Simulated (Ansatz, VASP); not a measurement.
**One calculation of Se, two programs**

INCAR

```
  ALGO = Normal
  EDIFF = 1E-6
  ENCUT = 520
  GGA = PS
  ISIF = 2
  ISMEAR = 0
  IVDW = 12
  LASPH = T
  LCHARG = F
  LREAL = F
  LWAVE = F
  NBANDS = 16
  NELM = 100
  PREC = Accurate
  SIGMA = 0.03
```

KPOINTS

```
k-points
0
Gamma
  12 12 8
```

File POSCAR:

```
Se
1.0
    3.9910358134      0.0000000000      0.0000000000
   -1.9955179067      3.4563384018      0.0000000000
    0.0000000000      0.0000000000      4.8714583138
Se
3
Direct
    0.2610773134      0.0000000000      0.3333333333
    0.0000000000      0.2610773134      0.6666666667
    0.7389226866      0.7389226866      0.0000000000
```

Input for Ansatz:

```yaml
crystal:
  lattice:
    - [3.9910358134, 0.0, 0.0]
    - [-1.9955179067, 3.4563384018, 0.0]
    - [0.0, 0.0, 4.8714583138]
  atoms:
    - { symbol: Se, position: [0.2610773134, 0.0, 0.3333333333] }
    - { symbol: Se, position: [0.0, 0.2610773134, 0.6666666667] }
    - { symbol: Se, position: [0.7389226866, 0.7389226866, 0.0] }
basis:
  ecutwfc: 420
kpoints:
  mp_grid: { grid: [12, 12, 8] }
hamiltonian:
  xc: pbesol
  dispersion: d3bj
scf:
  occupations: { method: gaussian, width: 0.03 }
output:
  forces: true
  stress: true
  eigenvalues: true
  write_density: true
  write_potential: true
  elf: true
  volumetric_format: npy
```

Alike in both runs: task single point; functional PBEsol; dispersion D3(BJ); k mesh 12 × 12 × 8; occupations gaussian, width 0.03 eV; no spin polarisation.

|  | VASP | Ansatz |
| --- | --- | --- |
| version | VASP 6.6.1 | Ansatz 0.2.0 |
| potentials or method | VASP PAW PBE potentials, release 64 (Se), cutoff 520 eV | scalar-relativistic, plane waves, PAW |
| valence electrons in the cell | 18 | 48 |

```csv
,VASP,Ansatz,Ansatz less VASP
gap on the k mesh at the Fermi level (eV),0.23,0.23,+0.001
least direct gap on the mesh (eV),0.77,0.78,+0.007
pressure (GPa),1.9,1.7,-0.22
"traceless stress, the component that is largest in VASP (GPa)",2.55,2.49,-0.066
rms of the force components (eV/Å),0.049,0.029,-0.0194
```

VASP's potentials were made for PBE, not for PBEsol. Atom by atom the forces differ by 0.019 eV/Å (rms over components). VASP's potentials hold 18 valence electrons a cell and Ansatz's 48, so a difference there can come from the potentials and not from the codes.
